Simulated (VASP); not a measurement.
# AgHBr (P-3m1) in VASP: notebook

Aim: see how the results for AgHBr move with the level of theory and the settings. Levels: PBEsol, PBEsol+D3(BJ). Tasks: single point.

Everything below comes from runs of VASP 6.6.1. Logs are shortened: lines on timing, memory, paths and dates and some standing lists are left out, and cuts for length are marked.

## Step 1: The cell of the first run

Symmetry: P-3m1, No. 164, trigonal system. The conventional cell has a = 3.293 Å, b = 3.293 Å, c = 9.761 Å, α = 90.00°, β = 90.00°, γ = 120.00°. Within 2.7 Å of Ag (site symmetry 3m) lie 4 H at 1.98 to 2.08 Å and 3 Br at 2.64 Å. Within 2.7 Å of H (site symmetry 3m) lie 4 Ag at 1.98 to 2.08 Å and 3 H at 2.22 Å and 1 Br at 2.66 Å. Within 3.5 Å of Br (site symmetry 3m) lie 3 Ag at 2.64 Å and 1 H at 2.66 Å and 6 Br at 3.29 Å.

## Step 2: Single point, PBEsol (Zr replaced by Ag, lengths x 0.945, strained)

INCAR reads:

```
PREC = Accurate ; ENCUT = 520
EDIFF = 1E-7 ; ISMEAR = 0
SIGMA = 0.1 ; LREAL = F
LASPH = T ; NELM = 80
ALGO = Normal ; ISIF = 2
LWAVE = F ; LCHARG = F
GGA = PS ; NBANDS = 28
```

KPOINTS reads:

```
regular mesh
0
Gamma
  6 6 2
```

POSCAR reads:

```
AgHBr
1.0
    3.2931327086      0.0000000000      0.0000000000
   -1.6465663543      2.8519365836      0.0000000000
    0.0000000000      0.0000000000      9.7605919008
Ag H Br
2 2 2
Direct
    0.3333333333      0.6666666667      0.6439920000
    0.6666666667      0.3333333333      0.3560080000
    0.3333333333      0.6666666667      0.4416300000
    0.6666666667      0.3333333333      0.5583700000
    0.3333333333      0.6666666667      0.1688130000
    0.6666666667      0.3333333333      0.8311870000
```

Potentials or basis: VASP PAW PBE potentials, release 64 (Ag, H, Br).

The run is started by

```
$ cat potpaw_PBE.64/Ag/POTCAR potpaw_PBE.64/H/POTCAR potpaw_PBE.64/Br/POTCAR > POTCAR
$ mpirun -np 1 vasp_std > vasp.out
```

OUTCAR:

```text
PREC = Accurate
   ENCUT = 520
   EDIFF = 1E-7
   ISMEAR = 0
   LREAL = F
   LASPH = T
   NELM = 80
   ISIF = 2
   GGA = PS

 ion  position               nearest neighbor table
   1  0.333  0.667  0.644-   3 1.98   4 2.08   4 2.08   4 2.08   6 2.64   6 2.64   6 2.64   2 3.39
                             2 3.39   2 3.39
   2  0.667  0.333  0.356-   4 1.98   3 2.08   3 2.08   3 2.08   5 2.64   5 2.64   5 2.64   1 3.39
                             1 3.39   1 3.39
   3  0.333  0.667  0.442-   1 1.98   2 2.08   2 2.08   2 2.08
   4  0.667  0.333  0.558-   2 1.98   1 2.08   1 2.08   1 2.08
   5  0.333  0.667  0.169-   2 2.64   2 2.64   2 2.64
   6  0.667  0.333  0.831-   1 2.64   1 2.64   1 2.64

  LATTYP: Found a hexagonal cell.
 ALAT       =     3.2931327086
 C/A-ratio  =     2.9639230376

  Lattice vectors:

 A1 = (   3.2931327086,   0.0000000000,   0.0000000000)
 A2 = (  -1.6465663543,   2.8519365836,   0.0000000000)
 A3 = (   0.0000000000,   0.0000000000,   9.7605919008)

Analysis of symmetry for initial positions (statically):
=====================================================================
 Subroutine PRICEL returns:
 Original cell was already a primitive cell.

 Routine SETGRP: Setting up the symmetry group for a
 hexagonal supercell.

 Subroutine GETGRP returns: Found 12 space group operations
 (whereof 12 operations were pure point group operations)
 out of a pool of 24 trial point group operations.

The static configuration has the point symmetry D_3d.

Analysis of symmetry for dynamics (positions and initial velocities):
=====================================================================
 Subroutine PRICEL returns:
 Original cell was already a primitive cell.

 Routine SETGRP: Setting up the symmetry group for a
 hexagonal supercell.

 Subroutine GETGRP returns: Found 12 space group operations
 (whereof 12 operations were pure point group operations)
 out of a pool of 24 trial point group operations.

The dynamic configuration has the point symmetry D_3d.

 Subroutine INISYM returns: Found 12 space group operations
 (whereof 12 operations are pure point group operations),
 and found     1 'primitive' translations

----------------------------------------------------------------------------------------

                                     Primitive cell

  volume of cell :      91.6696

  direct lattice vectors                    reciprocal lattice vectors
     3.293132709  0.000000000  0.000000000     0.303662223  0.175319466  0.000000000
    -1.646566354  2.851936584  0.000000000     0.000000000  0.350638933  0.000000000
     0.000000000  0.000000000  9.760591901     0.000000000  0.000000000  0.102452803

  length of vectors
     3.293132709  3.293132709  9.760591901     0.350638933  0.350638933  0.102452803

  position of ions in fractional coordinates (direct lattice)
     0.333333333  0.666666667  0.643992000
     0.666666667  0.333333333  0.356008000
     0.333333333  0.666666667  0.441630000
     0.666666667  0.333333333  0.558370000
     0.333333333  0.666666667  0.168813000
     0.666666667  0.333333333  0.831187000

  ion indices of the primitive-cell ions
   primitive index   ion index
                 1           1
                 2           2
                 3           3
                 4           4
                 5           5
                 6           6

----------------------------------------------------------------------------------------

 KPOINTS: regular mesh

Automatic generation of k-mesh.
 Grid dimensions read from file:
 generate k-points for:    6    6    2

 Generating k-lattice:

  Cartesian coordinates                     Fractional coordinates (reciprocal lattice)
     0.050610371  0.029219911  0.000000000     0.166666667  0.000000000  0.000000000
     0.000000000  0.058439822  0.000000000     0.000000000  0.166666667  0.000000000
     0.000000000  0.000000000  0.051226402     0.000000000  0.000000000  0.500000000

  Length of vectors
     0.058439822  0.058439822  0.051226402

  Shift w.r.t. Gamma in fractional coordinates (k-lattice)
     0.000000000  0.000000000  0.000000000

 Subroutine IBZKPT returns following result:
 ===========================================

 Found     14 irreducible k-points:

 Following reciprocal coordinates:
            Coordinates               Weight
  0.000000  0.000000  0.000000      1.000000
  0.166667 -0.000000  0.000000      6.000000
  0.333333 -0.000000  0.000000      6.000000
  0.500000 -0.000000  0.000000      3.000000
  0.166667  0.166667  0.000000      6.000000
  0.333333  0.166667  0.000000     12.000000
  0.333333  0.333333  0.000000      2.000000
  0.000000  0.000000  0.500000      1.000000
  0.166667 -0.000000  0.500000      6.000000
  0.333333 -0.000000  0.500000      6.000000
  0.500000 -0.000000  0.500000      3.000000
  0.166667  0.166667  0.500000      6.000000
  0.333333  0.166667  0.500000     12.000000
  0.333333  0.333333  0.500000      2.000000
   k-points           NKPTS =     14   k-points in BZ     NKDIM =     14   number of bands    NBANDS=     28
   number of dos      NEDOS =    301   number of ions     NIONS =      6
   total plane-waves  NPLWV =  46080
   dimension x,y,z NGX =    24 NGY =   24 NGZ =   80
   dimension x,y,z NGXF=    48 NGYF=   48 NGZF=  160
   ions per type =               2   2   2
   NGX,Y,Z   is equivalent  to a cutoff of  12.12, 12.12, 13.63 a.u.
   NGXF,Y,Z  is equivalent  to a cutoff of  24.23, 24.23, 27.25 a.u.
 SYSTEM =  unknown system
   PREC   = accura    normal or accurate (medium, high low for compatibility)
   ISTART =      0    job   : 0-new  1-cont  2-samecut
   ICHARG =      2    charge: 1-file 2-atom 10-const
   ISPIN  =      1    spin polarized calculation?
   LNONCOLLINEAR =      F non collinear calculations
   LSORBIT =      F    spin-orbit coupling
   LASPH  =      T    aspherical Exc in radial PAW
   ENCUT  =  520.0 eV  38.22 Ry    6.18 a.u.   6.12  6.12 18.15*2*pi/ulx,y,z
   NELM   =     80;   NELMIN=  2; NELMDL= -5     # of ELM steps
   EDIFF  = 0.1E-06   stopping-criterion for ELM
   LREAL  =      F    real-space projection
   EDIFFG = 0.1E-05   stopping-criterion for IOM
   NSW    =      0    number of steps for IOM
   IBRION =     -1    ionic relax: 0-MD 1-quasi-New 2-CG
   NFREE  =      0    steps in history (QN), initial steepest desc. (CG)
   ISIF   =      2    stress and relaxation
   ISYM   =      2    0-nonsym 1-usesym 2-fastsym
   POTIM  = 0.5000    time-step for ionic-motion
   TEBEG  =    0.0;   TEEND  =   0.0 temperature during run
   PSTRESS=    0.0 pullay stress
   NELECT =      38.0000    total number of electrons
   NUPDOWN=      -1.0000    fix difference up-down
   EMIN   =  10.00;   EMAX   =-10.00  energy-range for DOS
   EFERMI =   0.00;   METHOD = LEGACY
   ISMEAR =     0;   SIGMA  =   0.10  broadening in eV -4-tet -1-fermi 0-gaus
   EFERMI_NEDOS =   21; number of points for ismear=-14 and -15
   IALGO  =     38    algorithm
   IMIX   =      4    mixing-type and parameters
     AMIX     =   0.40;   BMIX     =  1.00
     AMIX_MAG =   1.60;   BMIX_MAG =  1.00
  volume/ion in A,a.u.               =      15.28       103.10
  Fermi-wavevector in a.u.,A,eV,Ry     =   1.220659  2.306711 20.272788  1.490008
  Thomas-Fermi vector in A             =   2.355868
   LORBIT       =      0    0 simple, 1 ext, 2 COOP (PROOUT), +10 PAW based schemes
   GGA     = PS    functional components
   LHFCALC =     F    Hartree Fock is set to
   AEXX    =    0.0000 exact exchange contribution
   IVDW    =     0    specifies the selected vdW correction
   LEPSILON=     F    determine dielectric tensor
   LRPA    =     F    only Hartree local field effects (RPA)
 non-spin polarized calculation
 Gauss-broadening in eV      SIGMA  =   0.10
  energy-cutoff  :      520.00
  volume of cell :       91.67
 maximum number of plane-waves:      2508
   NGX = 13   NGY = 13   NGZ = 37

 number of electron      37.9999996 magnetization

 Free energy of the ion-electron system (eV)
  ---------------------------------------------------
  ext. energy  EPLUGINS =         0.00000000
  ---------------------------------------------------
  free energy    TOTEN  =       -14.84685837 eV

  energy without entropy =      -14.83200457  energy(sigma->0) =      -14.83943147

 E-fermi :   4.7865     XC(G=0): -10.5912

 val. band max:        4.7364691042   @ k =   0.1667  -0.0000   0.0000
 cond. band min:       4.8470563205   @ k =   0.3333   0.1667   0.5000
 fundamental gap:      0.1105872162
 Fermi energy:         4.7865180454

 k-point     1 :       0.0000    0.0000    0.0000
  band No.  band energies     occupation
      1     -11.1108      2.00000
      2     -10.9073      2.00000
      3      -4.3693      2.00000
      4      -2.4034      2.00000
      5      -0.8094      2.00000
      6      -0.3305      2.00000
[... 20 lines left out ...]
     27      15.3968      0.00000
     28      15.8268      0.00000

 k-point     2 :       0.1667   -0.0000    0.0000
  band No.  band energies     occupation
      1     -10.8546      2.00000
      2     -10.6684      2.00000
      3      -4.0100      2.00000
      4      -2.1830      2.00000
      5      -0.9254      2.00000
      6      -0.4412      2.00000
[... 20 lines left out ...]
     27      14.6650      0.00000
     28      15.4556      0.00000

 k-point     3 :       0.3333   -0.0000    0.0000
  band No.  band energies     occupation
      1     -10.2578      2.00000
      2     -10.1276      2.00000
      3      -3.2629      2.00000
      4      -2.0833      2.00000
      5      -1.1802      2.00000
      6      -0.8015      2.00000
[... 306 lines left out ...]
      3      -2.8319      2.00000
      4      -2.1806      2.00000
      5      -1.1630      2.00000
      6      -0.9321      2.00000
[... 20 lines left out ...]
     27      13.7865      0.00000
     28      13.9826      0.00000

 k-point    14 :       0.3333    0.3333    0.5000
  band No.  band energies     occupation
      1      -9.6930      2.00000
      2      -9.6930      2.00000
      3      -2.3792      2.00000
      4      -2.3792      2.00000
      5      -1.2037      2.00000
      6      -1.0036      2.00000
[... 20 lines left out ...]
     27      14.2721      0.00000
     28      14.8586      0.00000

------------------------ aborting loop because EDIFF is reached ----------------------------------------

  FORCE on cell =-STRESS in cart. coord.  units (eV):
  Direction    XX          YY          ZZ          XY          YZ          ZX
  --------------------------------------------------------------------------------------
  -------------------------------------------------------------------------------------
  Total        6.2822849      6.2822849      1.9921006      0.0000000      0.0000000      0.0000000
  in kB      109.8001571    109.8001571     34.8174217      0.0000000      0.0000000      0.0000000
  external PRESSURE =      84.8059120 kB  Pullay stress =       0.0000000 kB

 VOLUME and BASIS-vectors are now :
 -----------------------------------------------------------------------------
  energy-cutoff  :      520.00
  volume of cell :       91.67
      direct lattice vectors                 reciprocal lattice vectors
     3.293132709  0.000000000  0.000000000     0.303662223  0.175319466  0.000000000
    -1.646566354  2.851936584  0.000000000     0.000000000  0.350638933  0.000000000
     0.000000000  0.000000000  9.760591901     0.000000000  0.000000000  0.102452803

 POSITION                                       TOTAL-FORCE (eV/Angst)
 -----------------------------------------------------------------------------------
     -0.00000      1.90129      6.28574        -0.000000      0.000000     -1.815447
      1.64657      0.95065      3.47485         0.000000      0.000000      1.815447
     -0.00000      1.90129      4.31057        -0.000000      0.000000      0.493026
      1.64657      0.95065      5.45002         0.000000     -0.000000     -0.493026
     -0.00000      1.90129      1.64771         0.000000     -0.000000     -1.235295
      1.64657      0.95065      8.11288        -0.000000      0.000000      1.235295
 -----------------------------------------------------------------------------------
    total drift:                                0.000000     -0.000000      0.000000

  FREE ENERGIE OF THE ION-ELECTRON SYSTEM (eV)
  ---------------------------------------------------
  free  energy   TOTEN  =       -14.8468583674 eV

  energy  without entropy=      -14.8320045684  energy(sigma->0) =      -14.83943147
```

It took 42 s on 1 thread of Oxide Virtual Turin-like, shared host; peak memory 0.18 GiB.

Results:

```
Free energy            : -14.8469 eV
Pressure               : 8.5 GPa
Largest force          : 1.815 eV/Å
Band gap on the k mesh : zero (bands 19 and 20 overlap by 0.59 eV)
```

Forces on the atoms (eV/Å):
```
Ag   0.000  0.000 -1.815
Ag   0.000  0.000  1.815
H    0.000  0.000  0.493
H    0.000  0.000 -0.493
Br   0.000  0.000 -1.235
Br   0.000  0.000  1.235
```

Stress tensor (GPa, compression positive):
```
10.98  0.00  0.00
 0.00 10.98  0.00
 0.00  0.00  3.48
```

Levels at points of the mesh, in eV from the Fermi level:
| k point | band 17 | band 18 | band 19 | band 20 | band 21 | band 22 |
| --- | --- | --- | --- | --- | --- | --- |
| (0.00, 0.00, 0.00) | 0.12 | 0.19 | 0.19 | 0.41 | 4.64 | 4.84 |
| (0.50, 0.00, 0.00) | -1.13 | -1.06 | -0.72 | 0.14 | 2.68 | 2.79 |
| (0.00, 0.00, 0.50) | 0.11 | 0.11 | 0.21 | 0.21 | 4.29 | 5.58 |
| (0.50, 0.00, 0.50) | -0.90 | -0.88 | -0.78 | -0.38 | 2.97 | 3.12 |

Caveat: the k points lie up to 0.37 Å⁻¹ apart, too coarse for converged energies and pressures of a metal; the cell differs from its parent crystal (Zr replaced by Ag, lengths x 0.945, strained); the PAW data sets were made with another functional, which shifts forces and pressure a little; this functional lacks dispersion, which binds layers or chains, so the pressure and a relaxed spacing across them are unreliable.

## Step 3: Single point, PBEsol (Zr replaced by Ag, lengths x 0.945, strained)

INCAR reads:

```
ALGO = Fast
EDIFF = 1E-7
ENCUT = 520
GGA = PS
ISIF = 2
ISMEAR = 0
LASPH = True
LCHARG = False
LREAL = False
LWAVE = False
NBANDS = 28
NELM = 60
PREC = Accurate
SIGMA = 0.1
```

KPOINTS reads:

```
k-points
0
Gamma
  12 12 4
```

POSCAR is that of step 2.

Potentials or basis: VASP PAW PBE potentials, release 64 (Ag, H, Br).

The run is started by

```
$ cat potpaw_PBE.64/Ag/POTCAR potpaw_PBE.64/H/POTCAR potpaw_PBE.64/Br/POTCAR > POTCAR
$ mpirun -np 1 vasp_std > vasp.out
```

Run time: 2 min. Hardware: 1 thread of Oxide Virtual Turin-like, shared host; peak memory 0.29 GiB.

Results (log left out):

* Free energy: -14.8463 eV
* Pressure: 8.4 GPa
* Largest force: 1.845 eV/Å
* Band gap on the k mesh: zero (bands 19 and 20 overlap by 0.58 eV)

Forces on the atoms (eV/Å):
```
Ag   0.000  0.000 -1.845
Ag   0.000  0.000  1.845
H    0.000  0.000  0.507
H    0.000  0.000 -0.507
Br   0.000  0.000 -1.240
Br   0.000  0.000  1.240
```

Stress tensor (GPa, compression positive):
```
11.07  0.00  0.00
 0.00 11.07  0.00
 0.00  0.00  3.11
```

Levels at points of the mesh, in eV from the Fermi level:
```csv
k point,band 16,band 17,band 18,band 19,band 20,band 21,band 22,band 23
"(0.00, 0.00, 0.00)",0.15,0.15,0.22,0.22,0.44,4.67,4.87,7.88
"(0.50, 0.00, 0.00)",-2.74,-1.10,-1.03,-0.69,0.17,2.72,2.83,6.50
"(0.00, 0.00, 0.50)",-0.11,0.14,0.14,0.24,0.24,4.32,5.61,8.13
"(0.50, 0.00, 0.50)",-2.82,-0.87,-0.85,-0.75,-0.35,3.00,3.15,5.98
```

Caveat: the cell differs from its parent crystal (Zr replaced by Ag, lengths x 0.945, strained); the stress differs along the axes, from 3 to 11 GPa; the PAW data sets were made with another functional, which shifts forces and pressure a little; this functional lacks dispersion, which binds layers or chains, so the pressure and a relaxed spacing across them are unreliable.

## Step 4: Single point, PBEsol+D3(BJ)

INCAR reads:

```
  PREC = Accurate
  ENCUT = 520
  EDIFF = 1E-7
  ISMEAR = 0
  SIGMA = 0.1
  LREAL = F
  LASPH = T
  NELM = 60
  ALGO = Fast
  ISIF = 2
  LWAVE = F
  LCHARG = F
  GGA = PS
  IVDW = 12
  NBANDS = 28
```

KPOINTS reads:

```
Automatic mesh
0
Gamma
  12 12 4
```

POSCAR is that of step 3.

The run is started by

```
$ cat potpaw_PBE.64/Ag/POTCAR potpaw_PBE.64/H/POTCAR potpaw_PBE.64/Br/POTCAR > POTCAR
$ mpirun -np 1 vasp_std > vasp.out
```

It took 3.5 min on 1 thread of Oxide Virtual Turin-like, shared host; peak memory 0.29 GiB.

The run converged. Its results:

```yaml
Free_energy: -16.3560 eV
Pressure: 5.7 GPa
Largest_force: 1.862 eV/Å
Band_gap_on_the_k_mesh: zero (bands 19 and 20 overlap by 0.58 eV)
Dispersion_energy_per_atom: -0.252 eV
```

Forces on the atoms (eV/Å):
```
Ag   0.000  0.000 -1.862
Ag   0.000  0.000  1.862
H    0.000  0.000  0.509
H    0.000  0.000 -0.509
Br   0.000  0.000 -1.228
Br   0.000  0.000  1.228
```

Stress tensor (GPa, compression positive):
```
8.35 0.00 0.00
0.00 8.35 0.00
0.00 0.00 0.41
```

Levels at points of the mesh, in eV from the Fermi level:
```tsv
k point	band 15	band 16	band 17	band 18	band 19	band 20	band 21	band 22	band 23	band 24
(0.00, 0.00, 0.00)	-3.78	0.15	0.15	0.22	0.22	0.44	4.67	4.87	7.88	8.26
(0.50, 0.00, 0.00)	-3.26	-2.74	-1.10	-1.03	-0.69	0.17	2.72	2.83	6.50	6.51
(0.00, 0.00, 0.50)	-2.95	-0.11	0.14	0.14	0.24	0.24	4.32	5.61	8.13	9.02
(0.50, 0.00, 0.50)	-3.15	-2.82	-0.87	-0.85	-0.75	-0.35	3.00	3.15	5.98	6.35
```

Caveat: the stress differs along the axes, from 0 to 8 GPa; the PAW data sets were made with another functional, which shifts forces and pressure a little.

## Step 5: Summary

| level | k mesh | gap on the mesh (eV) | pressure (GPa) | largest force (eV/Å) |
| --- | --- | --- | --- | --- |
| PBEsol | 6 × 6 × 2 | none | 8.5 | 1.82 |
| PBEsol | 12 × 12 × 4 | none | 8.4 | 1.84 |
| PBEsol+D3(BJ) | 12 × 12 × 4 | none | 5.7 | 1.86 |

Alike in all rows: task single point; potentials or basis VASP PAW PBE potentials, release 64 (Ag, H, Br); no spin polarisation; cell as given; cutoff (eV) 520; smearing gaussian 0.1 eV.

Caveats: some runs use coarse meshes; the PAW data sets were made with another functional, which shifts forces and pressure a little; this functional lacks dispersion, which binds layers or chains, so the pressure and a relaxed spacing across them are unreliable (at least some runs); the stress differs along the axes, from 3 to 11 GPa (at least some runs); the stress differs along the axes, from 0 to 8 GPa (at least some runs).

Absolute energies hang on the potentials; compare differences alone.

The gap in the log of VASP goes by the Fermi energy; the results here count the filled bands.